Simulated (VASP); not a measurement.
A run of VASP 6.6.1 is set up as follows.

Contents of INCAR:

```
SYSTEM = Si
PREC = Accurate
ENCUT = 520
EDIFF = 1E-6
ISMEAR = 0
SIGMA = 0.05
LREAL = .False.
LASPH = .True.
NELM = 150
ALGO = Normal
ISIF = 2
LWAVE = .False.
LCHARG = .False.
ISPIN = 2
MAGMOM = 0 0 0 0 0 0 0 0 2
LORBIT = 11
LDIPOL = .True.
IDIPOL = 3
DIPOL = 0.5 0.5 0.336
GGA = PE
NBANDS = 32
```

The input KPOINTS:

```
Automatic mesh
0
Gamma
  7 4 1
  0 0 0
```

The input POSCAR:

```
Si
1.0
    3.8510822285      0.0000000000      0.0000000000
    0.0000000000      6.3646810443      0.0000000000
    0.0000000000      0.0000000000     19.7525435318
Si
9
Direct
    0.0000000000      0.9370679282      0.2025055656
    0.0000000000      0.5629320718      0.2025055656
    0.5000000000      0.4370679282      0.2587875163
    0.5000000000      0.0629320718      0.2587875163
    0.5000000000      0.9333044702      0.3720589482
    0.5000000000      0.5666955298      0.3720589482
    0.0000000000      0.4259907587      0.4177964989
    0.0000000000      0.0740092413      0.4177964989
    0.1666666667      0.9259907587      0.5212386210
```

Potentials or basis: VASP PAW PBE potentials, release 64 (Si).

Run with:

```sh
$ cat potpaw_PBE.64/Si/POTCAR > POTCAR
$ mpirun -np 1 vasp_std > vasp.out
```

Problem. Predict the largest force.

Solution. 1.357 eV/Å.

Problem. What does it give for the net moment?

Solution. 0.05 μB per cell.

Forces on the atoms (eV/Å):
```
Si  -0.111 -0.478  0.581
Si  -0.006  0.498  0.567
Si   0.036  0.039 -0.740
Si   0.052 -0.089 -0.748
Si   0.145 -0.155 -0.648
Si  -0.043 -0.108 -0.079
Si   0.154  1.266  0.464
Si  -0.111 -0.471  0.629
Si  -0.116 -0.503 -0.026
```
